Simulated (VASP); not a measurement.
# CoRu3 (P-6m2) in VASP: single point with PBE

Aim: the single point of CoRu3 with PBE.

Everything below comes from runs of VASP 6.6.1. Logs are shortened: lines on timing, memory, paths and dates and some standing lists are left out, and cuts for length are marked.

## 1. The cell of the first run

Symmetry: P-6m2, No. 187, hexagonal system. The conventional cell has a = 2.693 Å, b = 2.693 Å, c = 8.368 Å, α = 90.00°, β = 90.00°, γ = 120.00°. Within 3.4 Å of Co (site symmetry -6m2) lie 6 Ru at 2.57 Å and 6 Co at 2.69 Å. Within 3.4 Å of Ru (site symmetry 3m) lie 3 Co at 2.57 Å and 9 Ru at 2.64 to 2.69 Å. Ru (site symmetry -6m2) has 12 Ru at 2.64 to 2.69 Å within 3.5 Å.

## 2. Single point, PBE, collinear spin, ferromagnetic start

The input, INCAR:

```
PREC = Accurate
ENCUT = 520
EDIFF = 1E-6
ISMEAR = 0
SIGMA = 0.1
LREAL = False
LASPH = True
NELM = 150
ALGO = Fast
ISIF = 2
LWAVE = False
LCHARG = False
ISPIN = 2
MAGMOM = 1.49 0 0 0
LORBIT = 11
LMAXMIX = 4
GGA = PE
NBANDS = 38
```

The input, KPOINTS:

```
Automatic mesh
0
Gamma
  18 18 6
```

The input, POSCAR:

```
CoRu3
1.0
    2.6932959426      0.0000000000      0.0000000000
   -1.3466479713      2.3324627062      0.0000000000
    0.0000000000      0.0000000000      8.3680908557
Co Ru
1 3
Direct
    0.6666666667      0.3333333333      0.0000000000
    0.3333333333      0.6666666667      0.7550456588
    0.3333333333      0.6666666667      0.2449543412
    0.6666666667      0.3333333333      0.5000000000
```

Potentials or basis: VASP PAW PBE potentials, release 64 (Co, Ru_pv).

Launch:

```bash
> cat potpaw_PBE.64/Co/POTCAR potpaw_PBE.64/Ru_pv/POTCAR > POTCAR
> mpirun -np 1 vasp_std > vasp.out
```

OUTCAR:

```text
PREC = Accurate
   ENCUT = 520
   EDIFF = 1E-6
   ISMEAR = 0
   LREAL = False
   LASPH = True
   NELM = 150
   ISIF = 2
   ISPIN = 2
   LORBIT = 11
   GGA = PE

 ion  position               nearest neighbor table
   1  0.667  0.333  0.000-   2 2.57   3 2.57   2 2.57   3 2.57   2 2.57   3 2.57
   2  0.333  0.667  0.755-   1 2.57   1 2.57   1 2.57   4 2.64   4 2.64   4 2.64
   3  0.333  0.667  0.245-   1 2.57   1 2.57   1 2.57   4 2.64   4 2.64   4 2.64
   4  0.667  0.333  0.500-   2 2.64   3 2.64   2 2.64   3 2.64   2 2.64   3 2.64

  LATTYP: Found a hexagonal cell.
 ALAT       =     2.6932959426
 C/A-ratio  =     3.1070075603

  Lattice vectors:

 A1 = (   2.6932959426,   0.0000000000,   0.0000000000)
 A2 = (  -1.3466479713,   2.3324627062,   0.0000000000)
 A3 = (   0.0000000000,   0.0000000000,   8.3680908557)

Analysis of symmetry for initial positions (statically):
=====================================================================
 Subroutine PRICEL returns:
 Original cell was already a primitive cell.

 Routine SETGRP: Setting up the symmetry group for a
 hexagonal supercell.

 Subroutine GETGRP returns: Found 12 space group operations
 (whereof 12 operations were pure point group operations)
 out of a pool of 24 trial point group operations.

The static configuration has the point symmetry D_3h.

Analysis of symmetry for dynamics (positions and initial velocities):
=====================================================================
 Subroutine PRICEL returns:
 Original cell was already a primitive cell.

 Routine SETGRP: Setting up the symmetry group for a
 hexagonal supercell.

 Subroutine GETGRP returns: Found 12 space group operations
 (whereof 12 operations were pure point group operations)
 out of a pool of 24 trial point group operations.

The dynamic configuration has the point symmetry D_3h.

Analysis of structural, dynamic, and magnetic symmetry:
=====================================================================
 Subroutine PRICEL returns:
 Original cell was already a primitive cell.

 Routine SETGRP: Setting up the symmetry group for a
 hexagonal supercell.

 Subroutine GETGRP returns: Found 12 space group operations
 (whereof 12 operations were pure point group operations)
 out of a pool of 24 trial point group operations.

The overall configuration has the point symmetry D_3h.

 Subroutine INISYM returns: Found 12 space group operations
 (whereof 12 operations are pure point group operations),
 and found     1 'primitive' translations
[... 127 lines left out ...]
   IVDW    =     0    specifies the selected vdW correction
   LEPSILON=     F    determine dielectric tensor
   LRPA    =     F    only Hartree local field effects (RPA)
 spin polarized calculation
 RMM-DIIS sequential band-by-band and
 Gauss-broadening in eV      SIGMA  =   0.10
  energy-cutoff  :      520.00
  volume of cell :       52.57
 maximum number of plane-waves:      1446
 NGX is ok and might be reduce to    20
   NGX =  9   NGY =  9   NGZ = 31

 number of electron      51.0000008 magnetization       1.2673063

 Free energy of the ion-electron system (eV)
  ---------------------------------------------------
  ext. energy  EPLUGINS =         0.00000000
  ---------------------------------------------------
  free energy    TOTEN  =       -34.44717088 eV

  energy without entropy =      -34.42793272  energy(sigma->0) =      -34.43755180

 E-fermi :  11.9896     XC(G=0): -13.8423

 val. band max:       11.9877649534   @ k =   0.5000   0.0000   0.5000
 cond. band min:      11.9897570178   @ k =   0.2222   0.0556   0.3333
 fundamental gap:      0.0019920644
 Fermi energy:        11.9895536240

 spin component 1

 k-point     1 :       0.0000    0.0000    0.0000
  band No.  band energies     occupation
      1     -31.5094      1.00000
      2     -31.0465      1.00000
      3     -30.7053      1.00000
      4     -30.7053      1.00000
      5     -30.6618      1.00000
      6     -30.5879      1.00000
[... 949 lines left out ...]
     36      23.2477      0.00000
     37      23.5236      0.00000

 [... further k-points ...]

 spin component 2

 k-point     1 :       0.0000    0.0000    0.0000
  band No.  band energies     occupation
      1     -31.5340      1.00000
      2     -31.0109      1.00000
      3     -30.7676      1.00000
      4     -30.7676      1.00000
      5     -30.6690      1.00000
      6     -30.5395      1.00000
[... 949 lines left out ...]
     36      23.2716      0.00000
     37      23.5991      0.00000

 [... further k-points ...]

 [bands above 37 left out]

------------------------ aborting loop because EDIFF is reached ----------------------------------------

  FORCE on cell =-STRESS in cart. coord.  units (eV):
  Direction    XX          YY          ZZ          XY          YZ          ZX
  --------------------------------------------------------------------------------------
  -------------------------------------------------------------------------------------
  Total       -0.0220600     -0.0220600     -0.0863822      0.0000000      0.0000000      0.0000000
  in kB       -0.6723429     -0.6723429     -2.6327514      0.0000000      0.0000000      0.0000000
  external PRESSURE =      -1.3258124 kB  Pullay stress =       0.0000000 kB

 VOLUME and BASIS-vectors are now :
 -----------------------------------------------------------------------------
  energy-cutoff  :      520.00
  volume of cell :       52.57
      direct lattice vectors                 reciprocal lattice vectors
     2.693295943  0.000000000  0.000000000     0.371292283  0.214365700  0.000000000
    -1.346647971  2.332462706  0.000000000     0.000000000  0.428731399  0.000000000
     0.000000000  0.000000000  8.368090856     0.000000000  0.000000000  0.119501571

 POSITION                                       TOTAL-FORCE (eV/Angst)
 -----------------------------------------------------------------------------------
      1.34665      0.77749      0.00000         0.000000     -0.000000     -0.000000
     -0.00000      1.55498      6.31829        -0.000000      0.000000      0.011487
     -0.00000      1.55498      2.04980        -0.000000      0.000000     -0.011487
      1.34665      0.77749      4.18405         0.000000     -0.000000     -0.000000
 -----------------------------------------------------------------------------------
    total drift:                               -0.000000      0.000000     -0.000000

  FREE ENERGIE OF THE ION-ELECTRON SYSTEM (eV)
  ---------------------------------------------------
  free  energy   TOTEN  =       -34.4471708781 eV

  energy  without entropy=      -34.4279327200  energy(sigma->0) =      -34.43755180

 total charge

# of ion       s       p       d       tot
------------------------------------------
    1        0.457   0.475   7.236   8.168
    2        0.406   6.301   5.953  12.660
    3        0.406   6.301   5.953  12.660
    4        0.409   6.319   5.961  12.689
--------------------------------------------------
tot          1.678  19.396  25.103  46.177

 magnetization (x)

# of ion       s       p       d       tot
------------------------------------------
    1        0.002  -0.013   1.320   1.309
    2       -0.002  -0.007   0.054   0.044
    3       -0.002  -0.007   0.054   0.044
    4       -0.003  -0.002  -0.092  -0.097
--------------------------------------------------
tot         -0.005  -0.030   1.336   1.301
```

stdout:

```text
POSCAR found type information on POSCAR CoRu
 POSCAR found :  2 types and       4 ions
 scaLAPACK will be used
 LDA part: xc-table for (Slater+PW92), standard interpolation
 POSCAR, INCAR and KPOINTS ok, starting setup
 FFT: planning ... GRIDC
 FFT: planning ... GRID_SOFT
 FFT: planning ... GRID
 WAVECAR not read
 entering main loop
WARNING in EDDRMM: call to ZHEGV failed, returncode =   8  4     36
WARNING in EDDRMM: call to ZHEGV failed, returncode =   6  3     35
```

Run time: 26 min. Hardware: 1 thread of Oxide Virtual Turin-like, shared host; peak memory 0.46 GiB.

Results:

```yaml
Free_energy: -34.4472 eV
Pressure: -0.1 GPa
Largest_force: 0.011 eV/Å
Net_moment: 1.27 μB per cell
Site_moments: Co +1.31; Ru +0.04, -0.10 (each value once) μB
Valence_electrons_inside_the_program's_atomic_spheres: Co 8.17; Ru 12.66, 12.69 (each value once)
```

Forces on the atoms (eV/Å):
```
Co   0.000  0.000  0.000
Ru   0.000  0.000  0.011
Ru   0.000  0.000 -0.011
Ru   0.000  0.000  0.000
```

Levels at points of the mesh, in eV from the Fermi level:
Spin up:
```csv
k point,band 23,band 24,band 25,band 26,band 27,band 28,band 29,band 30
"(0.00, 0.00, 0.00)",-1.94,-1.94,-1.70,-1.70,-0.27,-0.27,0.51,0.51
"(0.50, 0.00, 0.00)",-0.76,-0.39,0.39,1.41,1.56,1.80,1.87,2.09
"(0.00, 0.00, 0.50)",-2.22,-1.30,-1.30,-0.75,-0.65,-0.65,-0.59,0.60
"(0.50, 0.00, 0.50)",-0.02,0.00,0.40,0.93,1.58,1.60,1.80,1.87
```
Spin down:
```tsv
k point	band 20	band 21	band 22	band 23	band 24	band 25	band 26	band 27	band 28	band 29
(0.00, 0.00, 0.00)	-2.14	-2.14	-1.20	-1.20	-1.18	-1.07	-1.07	0.28	0.28	0.69
(0.50, 0.00, 0.00)	-0.96	-0.94	-0.81	0.19	0.50	0.62	1.53	1.63	1.84	1.88
(0.00, 0.00, 0.50)	-2.20	-1.46	-1.26	-1.26	-0.64	-0.51	-0.51	-0.50	-0.45	-0.45
(0.50, 0.00, 0.50)	-1.32	-0.91	0.43	0.54	0.55	0.68	0.96	1.56	1.85	1.89
```
